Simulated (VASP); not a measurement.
A run of VASP 6.6.1 is set up as follows.

POSCAR

```
CuO
1.0
    2.3726673498     -1.7338196878      0.0000000000
    2.3726673498      1.7338196878      0.0000000000
   -0.8612132810      0.0000000000      5.1244279405
Cu O
2 2
Direct
    0.5000000000      0.0000000000      0.5000000000
    0.0000000000      0.5000000000      0.0000000000
    0.4184000000      0.5816000000      0.7500000000
    0.5816000000      0.4184000000      0.2500000000
```

Contents of INCAR.step1:

```
PREC     = Accurate       # precision mode
ENCUT    = 520            # plane-wave cutoff, eV
ISMEAR   = -1             # smearing method
SIGMA    = 0.05           # smearing width, eV
LREAL    = False          # projectors in reciprocal space
LASPH    = True           # aspherical terms in the spheres
NELM     = 80             # most SCF steps
NBANDS   = 25             # bands
GGA      = PE             # functional
ALGO     = Normal         # electronic algorithm
EDIFF    = 1E-4           # SCF threshold, eV
LWAVE    = True           # write WAVECAR
LCHARG   = False          # write CHGCAR
```

Contents of INCAR.step2:

```
PREC     = Accurate       # precision mode
ENCUT    = 520            # plane-wave cutoff, eV
EDIFF    = 1E-7           # SCF threshold, eV
ISMEAR   = -1             # smearing method
SIGMA    = 0.05           # smearing width, eV
LREAL    = False          # projectors in reciprocal space
LASPH    = True           # aspherical terms in the spheres
NELM     = 80             # most SCF steps
ALGO     = Normal         # electronic algorithm
ISIF     = 2              # what is computed and relaxed
LWAVE    = False          # write WAVECAR
LCHARG   = False          # write CHGCAR
METAGGA  = R2SCAN         # meta-GGA
LMIXTAU  = True         
IVDW     = 13             # dispersion correction
VDW_S6   = 1.0          
VDW_S8   = 0.6018749    
VDW_A1   = 0.51559235   
VDW_A2   = 5.77342911   
NBANDS   = 25             # bands
ISTART   = 1
```

The input KPOINTS:

```
regular mesh
0
Gamma
  10 10 5
```

Potentials or basis: VASP PAW PBE potentials, release 64 (Cu, O).

The run is started by

```bash
$ cat potpaw_PBE.64/Cu/POTCAR potpaw_PBE.64/O/POTCAR > POTCAR
$ cp INCAR.step1 INCAR
$ mpirun -np 1 vasp_std > vasp.out
$ cp INCAR.step2 INCAR
$ mpirun -np 1 vasp_std > vasp.out
```

(1) Predict the largest force.

(2) What does it give for the dispersion energy per atom?

(3) Predict the pressure.

(4) Estimate the band gap on the k mesh.

Results:

(1) 0.360 eV/Å.

(2) -0.116 eV.

(3) -8.5 GPa.

(4) zero (bands 17 and 18 overlap by 0.59 eV).

Caveat: the stress differs along the axes, from -11 to -6 GPa; the PAW data sets were made with another functional, which shifts forces and pressure a little; semilocal functionals often make such compounds metallic where correlation or magnetic order opens a gap, which also shifts bond lengths.
